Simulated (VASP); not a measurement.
# Ir (Fm-3m) in VASP: single point with PBEsol

Aim: the single point of Ir with PBEsol.

Program: VASP 6.6.1. These are calculated values, not measurements. Logs are shortened: lines on timing, memory, paths and dates and some standing lists are left out, and cuts for length are marked.

**1. The cell of the first run**

Symmetry: Fm-3m, No. 225, cubic system. The conventional cell has a = 3.831 Å, b = 3.831 Å, c = 3.831 Å, α = 90.00°, β = 90.00°, γ = 90.00°. Within 3.6 Å of Ir (site symmetry m-3m) lie 12 Ir at 2.71 Å.

**2. Single point, PBEsol**

INCAR reads:

```
SYSTEM = Ir
PREC = Accurate
ENCUT = 560
EDIFF = 1E-6
ISMEAR = -1
SIGMA = 0.05
LREAL = .FALSE.
LASPH = .TRUE.
NELM = 120
ALGO = Normal
ISIF = 2
LWAVE = .FALSE.
LCHARG = .TRUE.
GGA = PS
LELF = .TRUE.
LVHAR = .TRUE.
NBANDS = 14
GGA_COMPAT = .FALSE.
```

KPOINTS reads:

```
Automatic mesh
0
G
  10 10 10
  0 0 0
```

POSCAR reads:

```
Ir
1.0
    0.0000000000      1.9152610737      1.9152610737
    1.9152610737      0.0000000000      1.9152610737
    1.9152610737      1.9152610737      0.0000000000
Ir
1
Direct
    0.0000000000      0.0000000000      0.0000000000
```

Potentials or basis: VASP PAW PBE potentials, release 64 (Ir_sv_GW).

Run with:

```console
> cat potpaw_PBE.64/Ir_sv_GW/POTCAR > POTCAR
> mpirun -np 1 vasp_std > vasp.out
```

OUTCAR:

```text
SYSTEM = Ir
   PREC = Accurate
   ENCUT = 560
   EDIFF = 1E-6
   ISMEAR = -1
   LREAL = .FALSE.
   LASPH = .TRUE.
   NELM = 120
   ISIF = 2
   GGA = PS

 ion  position               nearest neighbor table
   1  0.000  0.000  0.000-

  LATTYP: Found a face centered cubic cell.
 ALAT       =     3.8305221474

  Lattice vectors:

 A1 = (   0.0000000000,   1.9152610737,   1.9152610737)
 A2 = (   1.9152610737,   0.0000000000,   1.9152610737)
 A3 = (   1.9152610737,   1.9152610737,   0.0000000000)

Analysis of symmetry for initial positions (statically):
=====================================================================
 Subroutine PRICEL returns:
 Original cell was already a primitive cell.

 Routine SETGRP: Setting up the symmetry group for a
 face centered cubic supercell.

 Subroutine GETGRP returns: Found 48 space group operations
 (whereof 48 operations were pure point group operations)
 out of a pool of 48 trial point group operations.

The static configuration has the point symmetry O_h .

Analysis of symmetry for dynamics (positions and initial velocities):
=====================================================================
 Subroutine PRICEL returns:
 Original cell was already a primitive cell.

 Routine SETGRP: Setting up the symmetry group for a
 face centered cubic supercell.

 Subroutine GETGRP returns: Found 48 space group operations
 (whereof 48 operations were pure point group operations)
 out of a pool of 48 trial point group operations.

The dynamic configuration has the point symmetry O_h .

 Subroutine INISYM returns: Found 48 space group operations
 (whereof 48 operations are pure point group operations),
 and found     1 'primitive' translations

----------------------------------------------------------------------------------------

                                     Primitive cell

  volume of cell :      14.0512

  direct lattice vectors                    reciprocal lattice vectors
     0.000000000  1.915261074  1.915261074    -0.261061015  0.261061015  0.261061015
     1.915261074  0.000000000  1.915261074     0.261061015 -0.261061015  0.261061015
     1.915261074  1.915261074  0.000000000     0.261061015  0.261061015 -0.261061015

  length of vectors
     2.708588186  2.708588186  2.708588186     0.452170942  0.452170942  0.452170942

  position of ions in fractional coordinates (direct lattice)
     0.000000000  0.000000000  0.000000000

  ion indices of the primitive-cell ions
   primitive index   ion index
                 1           1

----------------------------------------------------------------------------------------

 KPOINTS: Automatic mesh

Automatic generation of k-mesh.
 Grid dimensions read from file:
 generate k-points for:   10   10   10

 Generating k-lattice:

  Cartesian coordinates                     Fractional coordinates (reciprocal lattice)
    -0.026106102  0.026106102  0.026106102     0.100000000  0.000000000  0.000000000
     0.026106102 -0.026106102  0.026106102     0.000000000  0.100000000  0.000000000
     0.026106102  0.026106102 -0.026106102     0.000000000  0.000000000  0.100000000

  Length of vectors
     0.045217094  0.045217094  0.045217094

  Shift w.r.t. Gamma in fractional coordinates (k-lattice)
     0.000000000  0.000000000  0.000000000

 Subroutine IBZKPT returns following result:
 ===========================================

 Found     47 irreducible k-points:

 Following reciprocal coordinates:
            Coordinates               Weight
  0.000000  0.000000  0.000000      1.000000
  0.100000  0.000000  0.000000      8.000000
  0.200000  0.000000  0.000000      8.000000
  0.300000  0.000000  0.000000      8.000000
  0.400000  0.000000  0.000000      8.000000
  0.500000  0.000000  0.000000      4.000000
[... 16 lines left out ...]
  0.300000  0.300000  0.000000      6.000000
  0.400000  0.300000  0.000000     24.000000
 [... further k-points ...]
   k-points           NKPTS =     47   k-points in BZ     NKDIM =     47   number of bands    NBANDS=     14
   number of dos      NEDOS =    301   number of ions     NIONS =      1
   total plane-waves  NPLWV =  13824
   dimension x,y,z NGX =    24 NGY =   24 NGZ =   24
   dimension x,y,z NGXF=    48 NGYF=   48 NGZF=   48
   ions per type =               1
   NGX,Y,Z   is equivalent  to a cutoff of  14.73, 14.73, 14.73 a.u.
   NGXF,Y,Z  is equivalent  to a cutoff of  29.46, 29.46, 29.46 a.u.
 SYSTEM =  Ir
   PREC   = accura    normal or accurate (medium, high low for compatibility)
   ISTART =      0    job   : 0-new  1-cont  2-samecut
   ICHARG =      2    charge: 1-file 2-atom 10-const
   ISPIN  =      1    spin polarized calculation?
   LNONCOLLINEAR =      F non collinear calculations
   LSORBIT =      F    spin-orbit coupling
   LASPH  =      T    aspherical Exc in radial PAW
   ENCUT  =  560.0 eV  41.16 Ry    6.42 a.u.   5.23  5.23  5.23*2*pi/ulx,y,z
   NELM   =    120;   NELMIN=  2; NELMDL= -5     # of ELM steps
   EDIFF  = 0.1E-05   stopping-criterion for ELM
   LREAL  =      F    real-space projection
   EDIFFG = 0.1E-04   stopping-criterion for IOM
   NSW    =      0    number of steps for IOM
   IBRION =     -1    ionic relax: 0-MD 1-quasi-New 2-CG
   NFREE  =      0    steps in history (QN), initial steepest desc. (CG)
   ISIF   =      2    stress and relaxation
   ISYM   =      2    0-nonsym 1-usesym 2-fastsym
   POTIM  = 0.5000    time-step for ionic-motion
   TEBEG  =    0.0;   TEEND  =   0.0 temperature during run
   PSTRESS=    0.0 pullay stress
   NELECT =      17.0000    total number of electrons
   NUPDOWN=      -1.0000    fix difference up-down
   EMIN   =  10.00;   EMAX   =-10.00  energy-range for DOS
   EFERMI =   0.00;   METHOD = LEGACY
   ISMEAR =    -1;   SIGMA  =   0.05  broadening in eV -4-tet -1-fermi 0-gaus
   EFERMI_NEDOS =   21; number of points for ismear=-14 and -15
   IALGO  =     38    algorithm
   IMIX   =      4    mixing-type and parameters
     AMIX     =   0.40;   BMIX     =  1.00
     AMIX_MAG =   1.60;   BMIX_MAG =  1.00
  volume/ion in A,a.u.               =      14.05        94.82
  Fermi-wavevector in a.u.,A,eV,Ry     =   1.744428  3.296492 41.402944  3.043031
  Thomas-Fermi vector in A             =   2.816310
   LORBIT       =      0    0 simple, 1 ext, 2 COOP (PROOUT), +10 PAW based schemes
   GGA     = PS    functional components
   LHFCALC =     F    Hartree Fock is set to
   AEXX    =    0.0000 exact exchange contribution
   IVDW    =     0    specifies the selected vdW correction
   LEPSILON=     F    determine dielectric tensor
   LRPA    =     F    only Hartree local field effects (RPA)
 non-spin polarized calculation
  energy-cutoff  :      560.00
  volume of cell :       14.05
 maximum number of plane-waves:       444
 NGX is ok and might be reduce to    24
   NGX = 11   NGY = 11   NGZ = 11

 number of electron      17.0000000 magnetization

 Free energy of the ion-electron system (eV)
  ---------------------------------------------------
  ext. energy  EPLUGINS =         0.00000000
  ---------------------------------------------------
  free energy    TOTEN  =       -10.40727502 eV

  energy without entropy =      -10.39841643  energy(sigma->0) =      -10.40284573

 E-fermi :  12.9445     XC(G=0): -14.7495

 val. band max:       12.9248212669   @ k =  -0.3000   0.3000   0.1000
 cond. band min:      12.9626216888   @ k =  -0.4000   0.5000   0.1000
 fundamental gap:      0.0378004220
 Fermi energy:        12.9445167485

 k-point     1 :       0.0000    0.0000    0.0000
  band No.  band energies     occupation
      1     -80.1765      2.00000
      2     -36.5520      2.00000
      3     -36.5520      2.00000
      4     -36.5520      2.00000
      5       1.6220      2.00000
      6       8.9298      2.00000
      7       8.9298      2.00000
      8       8.9298      2.00000
      9      11.6773      2.00000
     10      11.6773      2.00000
     11      26.4305      0.00000
     12      31.9809      0.00000
     13      31.9809      0.00000
     14      31.9809      0.00000

 k-point     2 :       0.1000    0.0000    0.0000
  band No.  band energies     occupation
      1     -80.1707      2.00000
      2     -36.6329      2.00000
      3     -36.5632      2.00000
      4     -36.5632      2.00000
      5       2.0652      2.00000
      6       8.7031      2.00000
      7       9.1118      2.00000
      8       9.1118      2.00000
      9      11.5652      2.00000
     10      11.5652      2.00000
     11      27.1868      0.00000
     12      30.2888      0.00000
     13      32.7305      0.00000
     14      32.7305      0.00000

 k-point     3 :       0.2000    0.0000    0.0000
  band No.  band energies     occupation
      1     -80.1535      2.00000
      2     -36.8383      2.00000
      3     -36.5918      2.00000
      4     -36.5918      2.00000
      5       3.2146      2.00000
      6       8.3530      2.00000
      7       9.3917      2.00000
      8       9.3917      2.00000
      9      11.5740      2.00000
     10      11.5740      2.00000
     11      27.5551      0.00000
     12      28.9351      0.00000
     13      34.7918      0.00000
     14      34.7918      0.00000

 k-point     4 :       0.3000    0.0000    0.0000
  band No.  band energies     occupation
      1     -80.1329      2.00000
      2     -37.0881      2.00000
      3     -36.6271      2.00000
      4     -36.6271      2.00000
      5       4.3366      2.00000
      6       8.8065      2.00000
      7       9.2611      2.00000
      8       9.2611      2.00000
      9      12.2944      2.00000
     10      12.2944      2.00000
     11      24.9975      0.00000
     12      28.5455      0.00000
     13      36.0317      0.00000
     14      36.0317      0.00000

 k-point     5 :       0.4000    0.0000    0.0000
  band No.  band energies     occupation
      1     -80.1160      2.00000
      2     -37.2852      2.00000
      3     -36.6555      2.00000
      4     -36.6555      2.00000
      5       4.6632      2.00000
      6       8.9611      2.00000
      7       8.9611      2.00000
      8      10.6563      2.00000
      9      13.3127      0.00127
     10      13.3127      0.00127
     11      22.0060      0.00000
[... 276 lines left out ...]
 k-point    22 :      -0.2000    0.2000    0.0000
  band No.  band energies     occupation
      1     -80.1255      2.00000
      2     -37.0490      2.00000
      3     -36.7817      2.00000
      4     -36.6234      2.00000
      5       5.3349      2.00000
      6       7.7048      2.00000
      7       8.8909      2.00000
      8      10.3723      2.00000
      9      10.6448      2.00000
     10      14.1356      0.00000
     11      26.2179      0.00000
     12      29.5773      0.00000
     13      31.0339      0.00000
     14      33.1051      0.00000

 k-point    23 :       0.3000    0.3000    0.0000
  band No.  band energies     occupation
      1     -80.1188      2.00000
      2     -37.0637      2.00000
      3     -36.7499      2.00000
      4     -36.7499      2.00000
      5       5.1663      2.00000
      6       6.4239      2.00000
      7      10.0592      2.00000
      8      11.7646      2.00000
      9      11.7646      2.00000
     10      12.9745      0.70925
     11      29.1347      0.00000
     12      29.1347      0.00000
     13      30.3545      0.00000
     14      33.4274      0.00000

 k-point    24 :       0.4000    0.3000    0.0000
  band No.  band energies     occupation
      1     -80.1055      2.00000
      2     -37.1708      2.00000
      3     -36.8088      2.00000
      4     -36.7838      2.00000
      5       5.4645      2.00000
      6       6.2026      2.00000
      7      10.1605      2.00000
      8      11.9974      2.00000
      9      13.6697      0.00000
     10      13.6813      0.00000
     11      25.6009      0.00000
     12      27.7873      0.00000
     13      28.8760      0.00000
     14      33.7712      0.00000

 [... further k-points ...]

------------------------ aborting loop because EDIFF is reached ----------------------------------------

  FORCE on cell =-STRESS in cart. coord.  units (eV):
  Direction    XX          YY          ZZ          XY          YZ          ZX
  --------------------------------------------------------------------------------------
  -------------------------------------------------------------------------------------
  Total       -0.1649880     -0.1649880     -0.1649880      0.0000000      0.0000000      0.0000000
  in kB      -18.8126059    -18.8126059    -18.8126059      0.0000000      0.0000000      0.0000000
  external PRESSURE =     -18.8126059 kB  Pullay stress =       0.0000000 kB

 VOLUME and BASIS-vectors are now :
 -----------------------------------------------------------------------------
  energy-cutoff  :      560.00
  volume of cell :       14.05
      direct lattice vectors                 reciprocal lattice vectors
     0.000000000  1.915261074  1.915261074    -0.261061015  0.261061015  0.261061015
     1.915261074  0.000000000  1.915261074     0.261061015 -0.261061015  0.261061015
     1.915261074  1.915261074  0.000000000     0.261061015  0.261061015 -0.261061015

 POSITION                                       TOTAL-FORCE (eV/Angst)
 -----------------------------------------------------------------------------------
      0.00000      0.00000      0.00000         0.000000      0.000000      0.000000
 -----------------------------------------------------------------------------------
    total drift:                                0.000000      0.000000      0.000000

  FREE ENERGIE OF THE ION-ELECTRON SYSTEM (eV)
  ---------------------------------------------------
  free  energy   TOTEN  =       -10.4072750249 eV

  energy  without entropy=      -10.3984164290  energy(sigma->0) =      -10.40284573
```

Wall time 26 s (1 thread of Intel Xeon Platinum 8259CL at 2.50GHz (Skylake/Cascade Lake), shared host); peak memory 0.15 GiB.

Results:

```
Free energy            : -10.4073 eV
Pressure               : -1.9 GPa
Band gap on the k mesh : zero (an odd number of electrons rules out a gap without spin polarisation)
```

Caveat: the PAW data sets were made with another functional, which shifts forces and pressure a little; spin-orbit coupling is left out, which moves the levels of the heavy elements.

The gap in the log of VASP goes by the Fermi energy; the results here count the filled bands.